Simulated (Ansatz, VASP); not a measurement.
# LiF in VASP and in Ansatz

```
Li F
1.0
     0.00000    2.03401    2.03401
     2.03401    0.00000    2.03401
     2.03401    2.03401    0.00000
Li F
1 1
Direct
  0.00000 0.00000 0.00000
  0.50000 0.50000 0.50000
```

Change from the starting cell: the structure that the rattled cell fell into.

Alike in both runs: functional PBE; k mesh 10 × 10 × 10; occupations gaussian, width 0.02 eV; no spin polarisation.

Ansatz relaxed the structure, and its values are those at the end. VASP's run is a single point on that final structure, the one shown.

```csv
,VASP,Ansatz
version,VASP 6.6.1,Ansatz 0.2.0
potentials or method,"VASP PAW PBE potentials, release 64 (Li_sv, F), cutoff 520 eV","scalar-relativistic, plane waves, PAW"
valence electrons in the cell,10,10
```

```tsv
	VASP	Ansatz	Ansatz less VASP
gap on the k mesh at the Fermi level (eV)	8.83	8.83	+0.001
least direct gap on the mesh (eV)	8.83	8.83	+0.001
```

Noted on VASP's run: the cutoff is under 1.25 times that of the potentials, so the pressure is a little rough.
